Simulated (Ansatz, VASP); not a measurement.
**One calculation of B4N3, two programs**

Contents of INCAR:

```
SYSTEM = B4N3
ALGO = Normal
EDIFF = 1E-7
EDIFFG = -0.01
ENCUT = 600
GGA = PE
IBRION = 2
ISIF = 3
ISMEAR = 0
LASPH = .True.
LCHARG = .False.
LREAL = .False.
LWAVE = .False.
NELM = 100
NSW = 100
PREC = Accurate
SIGMA = 0.1
```

The input KPOINTS:

```
k-points
0
Gamma
  8 8 8
  0 0 0
```

POSCAR

```
B4N3
1.0
    3.6087153062      0.0000000000      0.0000000000
    0.0000000000      3.6087153062      0.0000000000
    0.0000000000      0.0000000000      3.6087153062
B N
4 3
Direct
    0.7377866802      0.2622133198      0.7377866802
    0.2622133198      0.7377866802      0.7377866802
    0.7377866802      0.7377866802      0.2622133198
    0.2622133198      0.2622133198      0.2622133198
    0.5000000000      0.5000000000      0.0000000000
    0.5000000000      0.0000000000      0.5000000000
    0.0000000000      0.5000000000      0.5000000000
```

Input for Ansatz:

```yaml
crystal:
  lattice:
    - [3.6087153062, 0.0, 0.0]
    - [0.0, 3.6087153062, 0.0]
    - [0.0, 0.0, 3.6087153062]
  atoms:
    - { symbol: B, position: [0.7377866802, 0.2622133198, 0.7377866802] }
    - { symbol: B, position: [0.2622133198, 0.7377866802, 0.7377866802] }
    - { symbol: B, position: [0.7377866802, 0.7377866802, 0.2622133198] }
    - { symbol: B, position: [0.2622133198, 0.2622133198, 0.2622133198] }
    - { symbol: "N", position: [0.5, 0.5, 0.0] }
    - { symbol: "N", position: [0.5, 0.0, 0.5] }
    - { symbol: "N", position: [0.0, 0.5, 0.5] }
basis:
  ecutwfc: 420
kpoints:
  mp_grid: { grid: [8, 8, 8] }
hamiltonian:
  xc: pbe
scf:
  occupations: { method: gaussian, width: 0.1 }
output:
  forces: true
  stress: true
  eigenvalues: true
relax:
  adjacent_minimum: "off"
  f_tol: 0.01
  max_steps: 80
  cell: { stress_tol: 0.05 }
```

Alike in both runs: task relaxation of cell and atoms; functional PBE; k mesh 8 × 8 × 8; occupations gaussian, width 0.1 eV; no spin polarisation.

|  | VASP | Ansatz |
| --- | --- | --- |
| version | VASP 6.6.1 | Ansatz 0.2.0 |
| potentials or method | VASP PAW PBE potentials, release 64 (B, N), cutoff 600 eV | scalar-relativistic, plane waves, PAW |
| valence electrons in the cell | 27 | 27 |

Ansatz gave:

| Quantity | Value |
| --- | --- |
| gap on the k mesh at the Fermi level, each at its own relaxed structure (eV) | none |
| relaxed volume (Å³/atom) | 6.70 |
| relaxed cell length with the largest relative difference (Å) | 3.606 |

Estimate VASP's values.

gap on the k mesh at the Fermi level, each at its own relaxed structure (eV): none; relaxed volume (Å³/atom): 6.69; relaxed cell length with the largest relative difference (Å): 3.605.

A gap of «none» marks a metal or a gap that the smearing closes.
